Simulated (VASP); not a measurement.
Wanted: the native input for a VASP 6.6.1 run.

* Task: single point
* Functional: LDA
* Potentials or basis: VASP PAW LDA potentials, release 64 (Li_sv)
* Cutoff: 520 eV
* k mesh: 5 × 5 × 7
* Occupations: fermi-dirac, width 0.1 eV
* Spin: no spin polarisation
* Dipole correction: no
* Further INCAR settings: ALGO = Normal; EDIFF = 1e-07; NBANDS = 12

The structure of Li lies in POSCAR:

```
Li
1.0
    4.9488700000      0.0000000000      0.0000000000
   -2.4744300000      4.2858400000      0.0000000000
    0.0000000000      0.0000000000      2.8888400000
Li
3
Direct
    0.0343400000      0.0302900000      0.9506100000
    0.6500733919      0.2924467762      0.5131800000
    0.3400500000      0.6653300000      0.5448200000
```

These files were run (other wordings do the same):

INCAR

```
  ALGO = Normal
  EDIFF = 1E-7
  ENCUT = 520
  ISIF = 2
  ISMEAR = -1
  LASPH = T
  LCHARG = F
  LREAL = F
  LWAVE = F
  NBANDS = 12
  NELM = 60
  PREC = Accurate
  SIGMA = 0.1
```

KPOINTS

```
k-points
0
Gamma
  5 5 7
```

Potentials or basis: VASP PAW LDA potentials, release 64 (Li_sv).

Command:

```sh
$ cat potpaw_LDA.64/Li_sv/POTCAR > POTCAR
$ mpirun -np 1 vasp_std > vasp.out
```

It gave:

```
Largest force : 0.324 eV/Å
```

It took 20 s on 1 thread of Intel(R) Xeon(R) 6975P-C (Granite Rapids), on a shared host, peak memory 0.17 GiB.
